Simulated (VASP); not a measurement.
A run of VASP 6.6.1:

INCAR

```
SYSTEM = TmTaSe4
PREC     = Accurate       ! precision mode
ENCUT    = 500            ! plane-wave cutoff, eV
EDIFF    = 1E-6           ! SCF threshold, eV
ISMEAR   = 0              ! smearing method
SIGMA    = 0.1            ! smearing width, eV
LREAL    = .False.        ! projectors in reciprocal space
LASPH    = .True.         ! aspherical terms in the spheres
NELM     = 200            ! most SCF steps
ALGO     = Normal         ! electronic algorithm
ISIF     = 2              ! what is computed and relaxed
LWAVE    = .False.        ! write WAVECAR
LCHARG   = .False.        ! write CHGCAR
GGA      = PE             ! functional
NBANDS   = 31             ! bands
GGA_COMPAT= .False.      
LMAXMIX  = 6              ! l up to which the mixer works
```

KPOINTS

```
Automatic mesh
0
Gamma
  12 12 6
  0 0 0
```

Contents of POSCAR:

```
TmTaSe4
1.0
    4.7129119679      0.0000000000      0.0000000000
   -2.3564559840      4.0815014900      0.0000000000
    0.0000000000      0.0000000000      6.4142824988
Tm Ta Se
1 1 4
Direct
    0.0000000000      0.0000000000      0.5000000000
    0.0000000000      0.0000000000      0.0000000000
    0.3333333333      0.6666666667      0.7701463905
    0.3333333333      0.6666666667      0.2298536095
    0.6666666667      0.3333333333      0.7701463905
    0.6666666667      0.3333333333      0.2298536095
```

Potentials or basis: VASP PAW PBE potentials, release 64 (Tm_3, Ta_pv, Se), 4f in core.

Launch:

```bash
$ cat potpaw_PBE.64/Tm_3/POTCAR potpaw_PBE.64/Ta_pv/POTCAR potpaw_PBE.64/Se/POTCAR > POTCAR
$ mpirun -np 1 vasp_std > vasp.out
```

Hardware: 1 thread of Intel(R) Xeon(R) Platinum 8259CL CPU @ 2.50GHz (Skylake/Cascade Lake), with other jobs on the host.

Question: How long does it take, and how much memory?

Answer: It took 4.1 min on 1 thread of Intel(R) Xeon(R) Platinum 8259CL CPU @ 2.50GHz (Skylake/Cascade Lake) (shared host), peak memory 0.42 GiB. Counts: scf iterations 14, k points 76.
